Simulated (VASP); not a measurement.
# Te (Im-3m) in VASP: further runs

The runs below take Te through single point, relaxation of cell and atoms, with PBE.

Program: VASP 6.6.1. These are calculated values, not measurements. Logs are shortened: lines on timing, memory, paths and dates and some standing lists are left out, and cuts for length are marked.

## Step 1: The cell of the first run

The structure is cubic, space group Im-3m (No. 229). Conventional cell: a = 3.849 Å, b = 3.849 Å, c = 3.849 Å, α = 90.00°, β = 90.00°, γ = 90.00°. Within 4.4 Å of Te (site symmetry m-3m) lie 14 Te at 3.33 to 3.85 Å.

## Step 2: Single point, PBE

File INCAR:

```
PREC = Accurate ; ENCUT = 520
EDIFF = 1E-6 ; ISMEAR = -1
SIGMA = 0.1 ; LREAL = False
LASPH = True ; NELM = 60
ALGO = Normal ; ISIF = 2
LWAVE = False ; LCHARG = True
GGA = PE ; LELF = True
LVHAR = True ; NBANDS = 9
```

File KPOINTS:

```
Automatic mesh
0
Gamma
  13 13 13
```

File POSCAR:

```
Te
1.0
   -1.9247105964      1.9247105964      1.9247105964
    1.9247105964     -1.9247105964      1.9247105964
    1.9247105964      1.9247105964     -1.9247105964
Te
1
Direct
    0.0000000000      0.0000000000      0.0000000000
```

Potentials or basis: VASP PAW PBE potentials, release 64 (Te).

The run is started by

```sh
cat potpaw_PBE.64/Te/POTCAR > POTCAR
mpirun -np 1 vasp_std > vasp.out
```

OUTCAR:

```text
PREC = Accurate
   ENCUT = 520
   EDIFF = 1E-6
   ISMEAR = -1
   LREAL = False
   LASPH = True
   NELM = 60
   ISIF = 2
   GGA = PE

 ion  position               nearest neighbor table
   1  0.000  0.000  0.000-

  LATTYP: Found a body centered cubic cell.
 ALAT       =     3.8494211928

  Lattice vectors:

 A1 = (  -1.9247105964,   1.9247105964,   1.9247105964)
 A2 = (   1.9247105964,  -1.9247105964,   1.9247105964)
 A3 = (   1.9247105964,   1.9247105964,  -1.9247105964)

Analysis of symmetry for initial positions (statically):
=====================================================================
 Subroutine PRICEL returns:
 Original cell was already a primitive cell.

 Routine SETGRP: Setting up the symmetry group for a
 body centered cubic supercell.

 Subroutine GETGRP returns: Found 48 space group operations
 (whereof 48 operations were pure point group operations)
 out of a pool of 48 trial point group operations.

The static configuration has the point symmetry O_h .

Analysis of symmetry for dynamics (positions and initial velocities):
=====================================================================
 Subroutine PRICEL returns:
 Original cell was already a primitive cell.

 Routine SETGRP: Setting up the symmetry group for a
 body centered cubic supercell.

 Subroutine GETGRP returns: Found 48 space group operations
 (whereof 48 operations were pure point group operations)
 out of a pool of 48 trial point group operations.

The dynamic configuration has the point symmetry O_h .

 Subroutine INISYM returns: Found 48 space group operations
 (whereof 48 operations are pure point group operations),
 and found     1 'primitive' translations

----------------------------------------------------------------------------------------

                                     Primitive cell

  volume of cell :      28.5204

  direct lattice vectors                    reciprocal lattice vectors
    -1.924710596  1.924710596  1.924710596     0.000000000  0.259779315  0.259779315
     1.924710596 -1.924710596  1.924710596     0.259779315  0.000000000  0.259779315
     1.924710596  1.924710596 -1.924710596     0.259779315  0.259779315  0.000000000

  length of vectors
     3.333696543  3.333696543  3.333696543     0.367383430  0.367383430  0.367383430

  position of ions in fractional coordinates (direct lattice)
     0.000000000  0.000000000  0.000000000

  ion indices of the primitive-cell ions
   primitive index   ion index
                 1           1

----------------------------------------------------------------------------------------

 KPOINTS: Automatic mesh

Automatic generation of k-mesh.
 Grid dimensions read from file:
 generate k-points for:   13   13   13

 Generating k-lattice:

  Cartesian coordinates                     Fractional coordinates (reciprocal lattice)
     0.000000000  0.019983024  0.019983024     0.076923077  0.000000000  0.000000000
     0.019983024  0.000000000  0.019983024     0.000000000  0.076923077  0.000000000
     0.019983024  0.019983024  0.000000000     0.000000000  0.000000000  0.076923077

  Length of vectors
     0.028260264  0.028260264  0.028260264

  Shift w.r.t. Gamma in fractional coordinates (k-lattice)
     0.000000000  0.000000000  0.000000000

 Subroutine IBZKPT returns following result:
 ===========================================

 Found     84 irreducible k-points:

 Following reciprocal coordinates:
            Coordinates               Weight
  0.000000  0.000000  0.000000      1.000000
  0.076923  0.000000  0.000000     12.000000
  0.153846  0.000000  0.000000     12.000000
  0.230769  0.000000  0.000000     12.000000
  0.307692  0.000000  0.000000     12.000000
  0.384615  0.000000  0.000000     12.000000
[... 16 lines left out ...]
  0.153846  0.076923  0.076923     24.000000
  0.230769  0.076923  0.076923     24.000000
 [... further k-points ...]
   k-points           NKPTS =     84   k-points in BZ     NKDIM =     84   number of bands    NBANDS=      9
   number of dos      NEDOS =    301   number of ions     NIONS =      1
   total plane-waves  NPLWV =  21952
   dimension x,y,z NGX =    28 NGY =   28 NGZ =   28
   dimension x,y,z NGXF=    56 NGYF=   56 NGZF=   56
   ions per type =               1
   NGX,Y,Z   is equivalent  to a cutoff of  13.96, 13.96, 13.96 a.u.
   NGXF,Y,Z  is equivalent  to a cutoff of  27.93, 27.93, 27.93 a.u.
 SYSTEM =  unknown system
   PREC   = accura    normal or accurate (medium, high low for compatibility)
   ISTART =      0    job   : 0-new  1-cont  2-samecut
   ICHARG =      2    charge: 1-file 2-atom 10-const
   ISPIN  =      1    spin polarized calculation?
   LNONCOLLINEAR =      F non collinear calculations
   LSORBIT =      F    spin-orbit coupling
   LASPH  =      T    aspherical Exc in radial PAW
   ENCUT  =  520.0 eV  38.22 Ry    6.18 a.u.   6.20  6.20  6.20*2*pi/ulx,y,z
   NELM   =     60;   NELMIN=  2; NELMDL= -5     # of ELM steps
   EDIFF  = 0.1E-05   stopping-criterion for ELM
   LREAL  =      F    real-space projection
   EDIFFG = 0.1E-04   stopping-criterion for IOM
   NSW    =      0    number of steps for IOM
   IBRION =     -1    ionic relax: 0-MD 1-quasi-New 2-CG
   NFREE  =      0    steps in history (QN), initial steepest desc. (CG)
   ISIF   =      2    stress and relaxation
   ISYM   =      2    0-nonsym 1-usesym 2-fastsym
   POTIM  = 0.5000    time-step for ionic-motion
   TEBEG  =    0.0;   TEEND  =   0.0 temperature during run
   PSTRESS=    0.0 pullay stress
   NELECT =       6.0000    total number of electrons
   NUPDOWN=      -1.0000    fix difference up-down
   EMIN   =  10.00;   EMAX   =-10.00  energy-range for DOS
   EFERMI =   0.00;   METHOD = LEGACY
   ISMEAR =    -1;   SIGMA  =   0.10  broadening in eV -4-tet -1-fermi 0-gaus
   EFERMI_NEDOS =   21; number of points for ismear=-14 and -15
   IALGO  =     38    algorithm
   IMIX   =      4    mixing-type and parameters
     AMIX     =   0.40;   BMIX     =  1.00
     AMIX_MAG =   1.60;   BMIX_MAG =  1.00
  volume/ion in A,a.u.               =      28.52       192.47
  Fermi-wavevector in a.u.,A,eV,Ry     =   0.973658  1.839947 12.898460  0.948010
  Thomas-Fermi vector in A             =   2.104055
   LORBIT       =      0    0 simple, 1 ext, 2 COOP (PROOUT), +10 PAW based schemes
   GGA     = PE    functional components
   LHFCALC =     F    Hartree Fock is set to
   AEXX    =    0.0000 exact exchange contribution
   IVDW    =     0    specifies the selected vdW correction
   LEPSILON=     F    determine dielectric tensor
   LRPA    =     F    only Hartree local field effects (RPA)
 non-spin polarized calculation
  energy-cutoff  :      520.00
  volume of cell :       28.52
 maximum number of plane-waves:       778
 NGX is ok and might be reduce to    28
   NGX = 13   NGY = 13   NGZ = 13

 number of electron       6.0000000 magnetization

 Free energy of the ion-electron system (eV)
  ---------------------------------------------------
  ext. energy  EPLUGINS =         0.00000000
  ---------------------------------------------------
  free energy    TOTEN  =        -2.85315511 eV

  energy without entropy =       -2.83023858  energy(sigma->0) =       -2.84169685

 E-fermi :   7.8466     XC(G=0): -10.0684

 val. band max:        7.8456700452   @ k =   0.3846   0.1538   0.0769
 cond. band min:       7.8918818151   @ k =  -0.2308   0.3077   0.0769
 fundamental gap:      0.0462117699
 Fermi energy:         7.8466452855

 k-point     1 :       0.0000    0.0000    0.0000
  band No.  band energies     occupation
      1      -6.0280      2.00000
      2      10.7868      0.00000
      3      10.7868      0.00000
      4      10.7868      0.00000
      5      17.6045      0.00000
      6      17.6904      0.00000
      7      17.6904      0.00000
      8      17.6904      0.00000
      9      19.7346      0.00000

 k-point     2 :       0.0769    0.0000    0.0000
  band No.  band energies     occupation
      1      -5.9210      2.00000
      2      10.0324      0.00000
      3      10.5195      0.00000
      4      10.7330      0.00000
      5      17.0932      0.00000
      6      17.1304      0.00000
      7      18.1403      0.00000
      8      18.2782      0.00000
      9      18.9487      0.00000

 k-point     3 :       0.1538    0.0000    0.0000
  band No.  band energies     occupation
      1      -5.6038      2.00000
      2       8.3626      0.01142
      3       9.8939      0.00000
      4      10.5807      0.00000
      5      15.9087      0.00000
      6      16.2584      0.00000
      7      18.6706      0.00000
      8      18.8438      0.00000
      9      19.3119      0.00000

 k-point     4 :       0.2308    0.0000    0.0000
  band No.  band energies     occupation
      1      -5.0905      2.00000
      2       6.4536      2.00000
      3       9.1875      0.00000
      4      10.3612      0.00000
      5      14.8798      0.00000
      6      15.4968      0.00000
      7      18.7006      0.00000
      8      19.2961      0.00000
      9      20.9225      0.00000
[... 205 lines left out ...]
 k-point    22 :       0.0769    0.0769    0.0769
  band No.  band energies     occupation
      1      -5.3967      2.00000
      2       7.5889      1.85877
      3       9.8248      0.00000
      4       9.8248      0.00000
      5      16.2586      0.00000
      6      16.2586      0.00000
      7      18.1751      0.00000
      8      19.4165      0.00000
      9      19.4165      0.00000

 k-point    23 :       0.1538    0.0769    0.0769
  band No.  band energies     occupation
      1      -4.8932      2.00000
      2       6.1186      2.00000
      3       8.7302      0.00029
      4       9.4336      0.00000
      5      15.9797      0.00000
      6      16.0637      0.00000
      7      19.0350      0.00000
      8      19.5191      0.00000
      9      19.8074      0.00000

 k-point    24 :       0.2308    0.0769    0.0769
  band No.  band energies     occupation
      1      -4.2365      2.00000
      2       4.5841      2.00000
      3       7.7966      1.24491
      4       9.0592      0.00001
      5      15.4996      0.00000
      6      15.9191      0.00000
      7      19.7064      0.00000
      8      20.0720      0.00000
      9      21.0973      0.00000

 [... further k-points ...]

------------------------ aborting loop because EDIFF is reached ----------------------------------------

  FORCE on cell =-STRESS in cart. coord.  units (eV):
  Direction    XX          YY          ZZ          XY          YZ          ZX
  --------------------------------------------------------------------------------------
  -------------------------------------------------------------------------------------
  Total       -0.0212226     -0.0212226     -0.0212226     -0.0000000      0.0000000     -0.0000000
  in kB       -1.1922124     -1.1922124     -1.1922124     -0.0000000      0.0000000     -0.0000000
  external PRESSURE =      -1.1922124 kB  Pullay stress =       0.0000000 kB

 VOLUME and BASIS-vectors are now :
 -----------------------------------------------------------------------------
  energy-cutoff  :      520.00
  volume of cell :       28.52
      direct lattice vectors                 reciprocal lattice vectors
    -1.924710596  1.924710596  1.924710596     0.000000000  0.259779315  0.259779315
     1.924710596 -1.924710596  1.924710596     0.259779315  0.000000000  0.259779315
     1.924710596  1.924710596 -1.924710596     0.259779315  0.259779315  0.000000000

 POSITION                                       TOTAL-FORCE (eV/Angst)
 -----------------------------------------------------------------------------------
      0.00000      0.00000      0.00000        -0.000000      0.000000     -0.000000
 -----------------------------------------------------------------------------------
    total drift:                                0.000000      0.000000      0.000000

  FREE ENERGIE OF THE ION-ELECTRON SYSTEM (eV)
  ---------------------------------------------------
  free  energy   TOTEN  =        -2.8531551100 eV

  energy  without entropy=       -2.8302385844  energy(sigma->0) =       -2.84169685
```

It took 39 s on 1 thread of Intel Xeon 6975P-C, shared host; peak memory 0.17 GiB.

What came out:

```
Free energy            : -2.8532 eV
Pressure               : -0.1 GPa
Band gap on the k mesh : zero (band 3 reaches 10.79 eV, above the bottom of band 4 at 4.87 eV)
```

Caveat: spin-orbit coupling is left out, which moves the levels of the heavy elements.

## Step 3: Single point, PBE (volume scaled by 1.04)

File INCAR:

```
PREC = Accurate
ENCUT = 520
EDIFF = 1E-7
ISMEAR = -1
SIGMA = 0.1
LREAL = False
LASPH = True
NELM = 60
ALGO = Normal
ISIF = 2
LWAVE = False
LCHARG = False
GGA = PE
NBANDS = 9
```

KPOINTS is that of step 2.

File POSCAR:

```
Te
1.0
   -1.9500386404      1.9500386404      1.9500386404
    1.9500386404     -1.9500386404      1.9500386404
    1.9500386404      1.9500386404     -1.9500386404
Te
1
Direct
    0.0000000000      0.0000000000      0.0000000000
```

Potentials or basis: VASP PAW PBE potentials, release 64 (Te).

The run is started by

```sh
cat potpaw_PBE.64/Te/POTCAR > POTCAR
mpirun -np 1 vasp_std > vasp.out
```

It took 39 s on 1 thread of Intel Xeon 6975P-C, shared host; peak memory 0.16 GiB.

Results (log left out):

```
Free energy            : -2.8451 eV
Pressure               : -2.1 GPa
Band gap on the k mesh : zero (band 3 reaches 10.05 eV, above the bottom of band 4 at 4.50 eV)
```

Levels at points of the mesh, in eV from the Fermi level:
```tsv
k point	band 1	band 2	band 3	band 4	band 5	band 6
(0.00, 0.00, 0.00)	-13.58	2.73	2.73	2.73	9.30	9.76
```

Caveat: spin-orbit coupling is left out, which moves the levels of the heavy elements.

[end of part 1 of 2]
